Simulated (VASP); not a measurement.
# B7H18N7 in VASP: single point with PBE

Aim: the single point of B7H18N7 with PBE.

All numbers are computed with VASP 6.6.1; they aren't measurements. Logs are shortened: lines on timing, memory, paths and dates and some standing lists are left out, and cuts for length are marked.

**1. The cell of the first run**

The cell holds a wire or tube with vacuum around it, 32 atoms: a = 14.000 Å, b = 13.800 Å, c = 6.407 Å, α = 90.00°, β = 90.00°, γ = 90.00°.

**2. Single point, PBE**

The input, INCAR:

```
PREC = Accurate
ENCUT = 520
EDIFF = 1E-6
ISMEAR = 0
SIGMA = 0.05
LREAL = Auto
LASPH = True
NELM = 100
ALGO = Normal
ISIF = 2
LWAVE = False
LCHARG = True
GGA = PE
LELF = True
LVHAR = True
NBANDS = 59
```

The input, KPOINTS:

```
regular mesh
0
Gamma
  1 1 6
```

The input, POSCAR:

```
B7H18N7
1.0
   14.0000000000      0.0000000000      0.0000000000
    0.0000000000     13.8000000000      0.0000000000
    0.0000000000      0.0000000000      6.4066029142
B N H
7 7 18
Direct
    0.4942598672      0.5000000000      0.0095868799
    0.3873673466      0.5000000000      0.3309582362
    0.6022475616      0.5000000000      0.6626614796
    0.5477489353      0.4060712346      0.3309649992
    0.4402838632      0.5948592071      0.6626352108
    0.5477489353      0.5939287654      0.3309649992
    0.4402838632      0.4051407929      0.6626352108
    0.4942908353      0.5000000000      0.2484716648
    0.3910329781      0.5000000000      0.5807961916
    0.5977524010      0.5000000000      0.9128840116
    0.5459022630      0.4092974036      0.5808099456
    0.4425162387      0.5909189994      0.9128749386
    0.5459022630      0.5907025964      0.5808099456
    0.4425162387      0.4090810006      0.9128749386
    0.3445477408      0.4269504136      0.2744683889
    0.3445477408      0.5730495864      0.2744683889
    0.6852623799      0.5000000000      0.6088957939
    0.3206506255      0.5000000000      0.6238214990
    0.6340935026      0.5578506897      0.9756674871
    0.6340935026      0.4421493103      0.9756674871
    0.5068240521      0.3319096731      0.2744680297
    0.6315329851      0.4049735481      0.2745059458
    0.3987960949      0.6677893304      0.6088368250
    0.5810800707      0.3474604977      0.6238733993
    0.4737066093      0.6517880870      0.9756439580
    0.3749484826      0.5939235956      0.9755959937
    0.5068240521      0.6680903269      0.2744680297
    0.6315329851      0.5950264519      0.2745059458
    0.3987960949      0.3322106696      0.6088368250
    0.5810800707      0.6525395023      0.6238733993
    0.4737066093      0.3482119130      0.9756439580
    0.3749484826      0.4060764044      0.9755959937
```

Potentials or basis: VASP PAW PBE potentials, release 64 (B, N, H).

Launch:

```sh
$ cat potpaw_PBE.64/B/POTCAR potpaw_PBE.64/N/POTCAR potpaw_PBE.64/H/POTCAR > POTCAR
$ mpirun -np 1 vasp_std > vasp.out
```

OUTCAR:

```text
PREC = Accurate
   ENCUT = 520
   EDIFF = 1E-6
   ISMEAR = 0
   LREAL = Auto
   LASPH = True
   NELM = 100
   ISIF = 2
   GGA = PE

 ion  position               nearest neighbor table
   1  0.494  0.500  0.010-   8 1.53  12 1.58  14 1.58  10 1.58
   2  0.387  0.500  0.331-  15 1.23  16 1.23   8 1.59   9 1.60
   3  0.602  0.500  0.663-  17 1.21  13 1.57  11 1.57  10 1.60
   4  0.548  0.406  0.331-  21 1.23  22 1.23   8 1.59  11 1.60
   5  0.440  0.595  0.663-  23 1.21   9 1.57  13 1.57  12 1.60
   6  0.548  0.594  0.331-  27 1.23  28 1.23   8 1.59  13 1.60
   7  0.440  0.405  0.663-  29 1.21   9 1.57  11 1.57  14 1.60
   8  0.494  0.500  0.248-   1 1.53   4 1.59   6 1.59   2 1.59
   9  0.391  0.500  0.581-  18 1.02   7 1.57   5 1.57   2 1.60
  10  0.598  0.500  0.913-  19 1.03  20 1.03   1 1.58   3 1.60
  11  0.546  0.409  0.581-  24 1.02   3 1.57   7 1.57   4 1.60
  12  0.443  0.591  0.913-  25 1.03  26 1.03   1 1.58   5 1.60
  13  0.546  0.591  0.581-  30 1.02   3 1.57   5 1.57   6 1.60
  14  0.443  0.409  0.913-  31 1.03  32 1.03   1 1.58   7 1.60
  15  0.345  0.427  0.274-   2 1.23
  16  0.345  0.573  0.274-   2 1.23
  17  0.685  0.500  0.609-   3 1.21
  18  0.321  0.500  0.624-   9 1.02
  19  0.634  0.558  0.976-  10 1.03
  20  0.634  0.442  0.976-  10 1.03
[... 10 lines left out ...]
  31  0.474  0.348  0.976-  14 1.03
  32  0.375  0.406  0.976-  14 1.03

  LATTYP: Found a simple orthorhombic cell.
 ALAT       =     6.4066029142
 B/A-ratio  =     2.1540276781
 C/A-ratio  =     2.1852454706

  Lattice vectors:

 A1 = (   0.0000000000,   0.0000000000,  -6.4066029142)
 A2 = (   0.0000000000,  13.8000000000,   0.0000000000)
 A3 = (  14.0000000000,   0.0000000000,   0.0000000000)

Analysis of symmetry for initial positions (statically):
=====================================================================
 Subroutine PRICEL returns:
 Original cell was already a primitive cell.

 Routine SETGRP: Setting up the symmetry group for a
 simple orthorhombic supercell.

 Subroutine GETGRP returns: Found  2 space group operations
 (whereof  2 operations were pure point group operations)
 out of a pool of  8 trial point group operations.

The static configuration has the point symmetry C_1h.

Analysis of symmetry for dynamics (positions and initial velocities):
=====================================================================
 Subroutine PRICEL returns:
 Original cell was already a primitive cell.

 Routine SETGRP: Setting up the symmetry group for a
 simple orthorhombic supercell.

 Subroutine GETGRP returns: Found  2 space group operations
 (whereof  2 operations were pure point group operations)
 out of a pool of  8 trial point group operations.

The dynamic configuration has the point symmetry C_1h.

 Subroutine INISYM returns: Found  2 space group operations
 (whereof  2 operations are pure point group operations),
 and found     1 'primitive' translations

----------------------------------------------------------------------------------------

                                     Primitive cell

  volume of cell :    1237.7557

  direct lattice vectors                    reciprocal lattice vectors
    14.000000000  0.000000000  0.000000000     0.071428571  0.000000000  0.000000000
     0.000000000 13.800000000  0.000000000     0.000000000  0.072463768  0.000000000
     0.000000000  0.000000000  6.406602914     0.000000000  0.000000000  0.156088962

  length of vectors
    14.000000000 13.800000000  6.406602914     0.071428571  0.072463768  0.156088962

  position of ions in fractional coordinates (direct lattice)
     0.494259867  0.500000000  0.009586880
     0.387367347  0.500000000  0.330958236
     0.602247562  0.500000000  0.662661480
     0.547748935  0.406071235  0.330964999
     0.440283863  0.594859207  0.662635211
     0.547748935  0.593928765  0.330964999
[... 24 lines left out ...]
     0.473706609  0.348211913  0.975643958
     0.374948483  0.406076404  0.975595994

  ion indices of the primitive-cell ions
   primitive index   ion index
                 1           1
                 2           2
                 3           3
                 4           4
                 5           5
                 6           6
[... 24 lines left out ...]
                31          31
                32          32

----------------------------------------------------------------------------------------

 KPOINTS: regular mesh

Automatic generation of k-mesh.
 Grid dimensions read from file:
 generate k-points for:    1    1    6

 Generating k-lattice:

  Cartesian coordinates                     Fractional coordinates (reciprocal lattice)
     0.071428571  0.000000000  0.000000000     1.000000000  0.000000000  0.000000000
     0.000000000  0.072463768  0.000000000     0.000000000  1.000000000  0.000000000
     0.000000000  0.000000000  0.026014827     0.000000000  0.000000000  0.166666667

  Length of vectors
     0.071428571  0.072463768  0.026014827

  Shift w.r.t. Gamma in fractional coordinates (k-lattice)
     0.000000000  0.000000000  0.000000000

 Subroutine IBZKPT returns following result:
 ===========================================

 Found      4 irreducible k-points:

 Following reciprocal coordinates:
            Coordinates               Weight
  0.000000  0.000000  0.000000      1.000000
  0.000000  0.000000  0.166667      2.000000
  0.000000  0.000000  0.333333      2.000000
  0.000000  0.000000  0.500000      1.000000
   k-points           NKPTS =      4   k-points in BZ     NKDIM =      4   number of bands    NBANDS=     59
   number of dos      NEDOS =    301   number of ions     NIONS =     32
   total plane-waves  NPLWV = 559872
   dimension x,y,z NGX =   108 NGY =  108 NGZ =   48
   dimension x,y,z NGXF=   216 NGYF=  216 NGZF=   96
   ions per type =               7   7  18
   NGX,Y,Z   is equivalent  to a cutoff of  12.82, 13.01, 12.46 a.u.
   NGXF,Y,Z  is equivalent  to a cutoff of  25.65, 26.02, 24.91 a.u.
 SYSTEM =  unknown system
   PREC   = accura    normal or accurate (medium, high low for compatibility)
   ISTART =      0    job   : 0-new  1-cont  2-samecut
   ICHARG =      2    charge: 1-file 2-atom 10-const
   ISPIN  =      1    spin polarized calculation?
   LNONCOLLINEAR =      F non collinear calculations
   LSORBIT =      F    spin-orbit coupling
   LASPH  =      T    aspherical Exc in radial PAW
   ENCUT  =  520.0 eV  38.22 Ry    6.18 a.u.  26.03 25.66 11.91*2*pi/ulx,y,z
   NELM   =    100;   NELMIN=  2; NELMDL= -5     # of ELM steps
   EDIFF  = 0.1E-05   stopping-criterion for ELM
   LREAL  =      T    real-space projection
   EDIFFG = 0.1E-04   stopping-criterion for IOM
   NSW    =      0    number of steps for IOM
   IBRION =     -1    ionic relax: 0-MD 1-quasi-New 2-CG
   NFREE  =      0    steps in history (QN), initial steepest desc. (CG)
   ISIF   =      2    stress and relaxation
   ISYM   =      2    0-nonsym 1-usesym 2-fastsym
   POTIM  = 0.5000    time-step for ionic-motion
   TEBEG  =    0.0;   TEEND  =   0.0 temperature during run
   PSTRESS=    0.0 pullay stress
   NELECT =      74.0000    total number of electrons
   NUPDOWN=      -1.0000    fix difference up-down
   EMIN   =  10.00;   EMAX   =-10.00  energy-range for DOS
   EFERMI =   0.00;   METHOD = LEGACY
   ISMEAR =     0;   SIGMA  =   0.05  broadening in eV -4-tet -1-fermi 0-gaus
   EFERMI_NEDOS =   21; number of points for ismear=-14 and -15
   IALGO  =     38    algorithm
   IMIX   =      4    mixing-type and parameters
     AMIX     =   0.40;   BMIX     =  1.00
     AMIX_MAG =   1.60;   BMIX_MAG =  1.00
  volume/ion in A,a.u.               =      38.68       261.02
  Fermi-wavevector in a.u.,A,eV,Ry     =   0.640138  1.209686  5.575354  0.409777
  Thomas-Fermi vector in A             =   1.706046
   LORBIT       =      0    0 simple, 1 ext, 2 COOP (PROOUT), +10 PAW based schemes
   GGA     = PE    functional components
   LHFCALC =     F    Hartree Fock is set to
   AEXX    =    0.0000 exact exchange contribution
   IVDW    =     0    specifies the selected vdW correction
   LEPSILON=     F    determine dielectric tensor
   LRPA    =     F    only Hartree local field effects (RPA)
 non-spin polarized calculation
 Gauss-broadening in eV      SIGMA  =   0.05
  energy-cutoff  :      520.00
  volume of cell :     1237.76
 maximum number of plane-waves:     33348
 NGX is ok and might be reduce to   108
   NGX = 53   NGY = 51   NGZ = 23

 number of electron      74.0000007 magnetization

 Free energy of the ion-electron system (eV)
  ---------------------------------------------------
  ext. energy  EPLUGINS =         0.00000000
  ---------------------------------------------------
  free energy    TOTEN  =      -181.41632889 eV

  energy without entropy =     -181.41632889  energy(sigma->0) =     -181.41632889

 E-fermi :  -4.5560     XC(G=0):  -2.2249

 val. band max:       -4.8458185723   @ k =   0.0000   0.0000   0.5000
 cond. band min:      -0.0625034576   @ k =   0.0000   0.0000   0.0000
 fundamental gap:      4.7833151147
 Fermi energy:        -4.5559597399

 k-point     1 :       0.0000    0.0000    0.0000
  band No.  band energies     occupation
      1     -22.9967      2.00000
      2     -21.5456      2.00000
      3     -21.5435      2.00000
      4     -21.1967      2.00000
      5     -20.1683      2.00000
      6     -20.1667      2.00000
[... 41 lines left out ...]
     48       2.2842      0.00000
     49       2.3826      0.00000

 k-point     2 :       0.0000    0.0000    0.1667
  band No.  band energies     occupation
      1     -22.9730      2.00000
      2     -21.5427      2.00000
      3     -21.5406      2.00000
      4     -21.2922      2.00000
      5     -20.1730      2.00000
      6     -20.1713      2.00000
[... 41 lines left out ...]
     48       2.2351      0.00000
     49       2.3254      0.00000

 k-point     3 :       0.0000    0.0000    0.3333
  band No.  band energies     occupation
      1     -22.9208      2.00000
      2     -21.5370      2.00000
      3     -21.5349      2.00000
      4     -21.4665      2.00000
      5     -20.1824      2.00000
      6     -20.1807      2.00000
[... 41 lines left out ...]
     48       2.2255      0.00000
     49       2.2294      0.00000

 k-point     4 :       0.0000    0.0000    0.5000
  band No.  band energies     occupation
      1     -22.8918      2.00000
      2     -21.5490      2.00000
      3     -21.5341      2.00000
      4     -21.5320      2.00000
      5     -20.1871      2.00000
      6     -20.1855      2.00000
[... 41 lines left out ...]
     48       2.1449      0.00000
     49       2.1709      0.00000
 [bands above 49 left out]

------------------------ aborting loop because EDIFF is reached ----------------------------------------

  FORCE on cell =-STRESS in cart. coord.  units (eV):
  Direction    XX          YY          ZZ          XY          YZ          ZX
  --------------------------------------------------------------------------------------
  -------------------------------------------------------------------------------------
  Total       -0.1892603     -0.1840555     -0.3000246      0.0000000      0.0000000      0.0003498
  in kB       -0.2449826     -0.2382453     -0.3883582      0.0000000      0.0000000      0.0004528
  external PRESSURE =      -0.2905287 kB  Pullay stress =       0.0000000 kB

 VOLUME and BASIS-vectors are now :
 -----------------------------------------------------------------------------
  energy-cutoff  :      520.00
  volume of cell :     1237.76
      direct lattice vectors                 reciprocal lattice vectors
    14.000000000  0.000000000  0.000000000     0.071428571  0.000000000  0.000000000
     0.000000000 13.800000000  0.000000000     0.000000000  0.072463768  0.000000000
     0.000000000  0.000000000  6.406602914     0.000000000  0.000000000  0.156088962

 POSITION                                       TOTAL-FORCE (eV/Angst)
 -----------------------------------------------------------------------------------
      6.91964      6.90000      0.06142        -0.001392      0.000000     -0.022409
      5.42314      6.90000      2.12032         0.003995      0.000000     -0.002712
      8.43147      6.90000      4.24541        -0.003735      0.000000      0.000874
      7.66849      5.60378      2.12036        -0.002635      0.003237     -0.002560
      6.16397      8.20906      4.24524         0.002361     -0.003039      0.001045
      7.66849      8.19622      2.12036        -0.002635     -0.003237     -0.002560
[... 24 lines left out ...]
      6.63189      4.80532      6.25056         0.005591     -0.004133     -0.000699
      5.24928      5.60385      6.25026        -0.005967      0.002834     -0.000699
 -----------------------------------------------------------------------------------
    total drift:                               -0.002045      0.000000     -0.001620

  FREE ENERGIE OF THE ION-ELECTRON SYSTEM (eV)
  ---------------------------------------------------
  free  energy   TOTEN  =      -181.4163288861 eV

  energy  without entropy=     -181.4163288861  energy(sigma->0) =     -181.41632889
```

Wall time 20 min (1 thread of Intel Xeon 8259CL, shared host); peak memory 1.1 GiB.

What came out:

```yaml
Free_energy: -181.4163 eV
Largest_force: 0.022 eV/Å
Band_gap_on_the_k_mesh: 4.78 eV (least direct gap 4.90 eV)
```

Forces on the atoms (eV/Å):
```
B   -0.001  0.000 -0.022
B    0.004  0.000 -0.003
B   -0.004  0.000  0.001
B   -0.003  0.003 -0.003
B    0.002 -0.003  0.001
B   -0.003 -0.003 -0.003
B    0.002  0.003  0.001
N    0.000  0.000  0.003
N   -0.017  0.000  0.000
N    0.016  0.000  0.007
N    0.008 -0.015  0.000
N   -0.008  0.014  0.007
N    0.008  0.015  0.000
N   -0.008 -0.014  0.007
H   -0.006 -0.009  0.001
H   -0.006  0.009  0.001
H    0.009  0.000 -0.002
H   -0.009  0.000  0.003
H    0.001  0.007 -0.001
H    0.001 -0.007 -0.001
H   -0.005 -0.009  0.001
H    0.011 -0.001  0.001
H   -0.004  0.008 -0.002
H    0.004 -0.007  0.003
H    0.006  0.004 -0.001
H   -0.006 -0.003 -0.001
H   -0.005  0.009  0.001
H    0.011  0.001  0.001
H   -0.004 -0.008 -0.002
H    0.004  0.007  0.003
H    0.006 -0.004 -0.001
H   -0.006  0.003 -0.001
```
